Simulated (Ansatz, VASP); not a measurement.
**One calculation of LiNbO3, two programs**

Contents of INCAR:

```
SYSTEM = LiNbO3
PREC     = Accurate       ! precision mode
ENCUT    = 750            ! plane-wave cutoff, eV
EDIFF    = 1E-6           ! SCF threshold, eV
ISMEAR   = -1             ! smearing method
SIGMA    = 0.01           ! smearing width, eV
LREAL    = .False.        ! projectors in reciprocal space
LASPH    = .True.         ! aspherical terms in the spheres
NELM     = 120            ! most SCF steps
ALGO     = Normal         ! electronic algorithm
ISIF     = 2              ! what is computed and relaxed
LWAVE    = .False.        ! write WAVECAR
LCHARG   = .False.        ! write CHGCAR
GGA      = PE             ! functional
NBANDS   = 45             ! bands
GGA_COMPAT= .False.
```

KPOINTS

```
regular mesh
0
Gamma
  4 4 4
  0 0 0
```

POSCAR

```
LiNbO3
1.0
    2.5949501352      1.4981951591      4.6722232478
   -2.5949501352      1.4981951591      4.6722232478
    0.0000000000     -2.9963903182      4.6722232478
Li Nb O
2 2 6
Direct
    0.7183927787      0.7182247403      0.7183542363
    0.2183927780      0.2183542358      0.2182247408
    0.9995011379      0.9998472750      0.9998926835
    0.4995011372      0.4998926828      0.4998472758
    0.2781285333      0.6424619268      0.8886693899
    0.6419945357      0.8893460117      0.2792152347
    0.8901680294      0.2788002956      0.6415582261
    0.3901680287      0.1415582255      0.7788002966
    0.7781285339      0.3886693890      0.1424619269
    0.1419945351      0.7792152347      0.3893460121
```

Input for Ansatz:

```yaml
crystal:
  lattice:
    - [2.5949501352, 1.4981951591, 4.6722232478]
    - [-2.5949501352, 1.4981951591, 4.6722232478]
    - [0.0, -2.9963903182, 4.6722232478]
  atoms:
    - { symbol: Li, position: [0.7183927787, 0.7182247403, 0.7183542363] }
    - { symbol: Li, position: [0.218392778, 0.2183542358, 0.2182247408] }
    - { symbol: Nb, position: [0.9995011379, 0.999847275, 0.9998926835] }
    - { symbol: Nb, position: [0.4995011372, 0.4998926828, 0.4998472758] }
    - { symbol: O, position: [0.2781285333, 0.6424619268, 0.8886693899] }
    - { symbol: O, position: [0.6419945357, 0.8893460117, 0.2792152347] }
    - { symbol: O, position: [0.8901680294, 0.2788002956, 0.6415582261] }
    - { symbol: O, position: [0.3901680287, 0.1415582255, 0.7788002966] }
    - { symbol: O, position: [0.7781285339, 0.388669389, 0.1424619269] }
    - { symbol: O, position: [0.1419945351, 0.7792152347, 0.3893460121] }
basis:
  ecutwfc: 420.0
  ecutrho_ratio: 4
  xc_grid: 2
  precision: f64
hamiltonian:
  pseudopotentials: { kind: paw, azcp: { folder: soft_1 } }
  xc: pbe
scf:
  max_iter: 100
  occupations: { method: fermi_dirac, width: 0.01 }
kpoints:
  mp_grid: { grid: [4, 4, 4] }
  band_path: { path: [VBM, CBM], npoints: 1 }
checkpoint:
  write: "../edges0.hse06.run"
  compress: false
  write_wavefunctions: true
  write_every: 100000
```

Alike in both runs: task single point; functional PBE; k mesh 4 × 4 × 4; occupations fermi-dirac, width 0.01 eV; no spin polarisation.

|  | VASP | Ansatz |
| --- | --- | --- |
| version | VASP 6.6.1 | Ansatz 0.2.0 |
| potentials or method | VASP PAW PBE potentials, release 64 (Li_sv, Nb_sv, O), cutoff 750 eV | plane-wave PAW DFT |
| valence electrons in the cell | 68 | 68 |

|  | VASP | Ansatz | Ansatz less VASP |
| --- | --- | --- | --- |
| gap on the k mesh at the Fermi level (eV) | 3.53 | 3.55 | +0.014 |
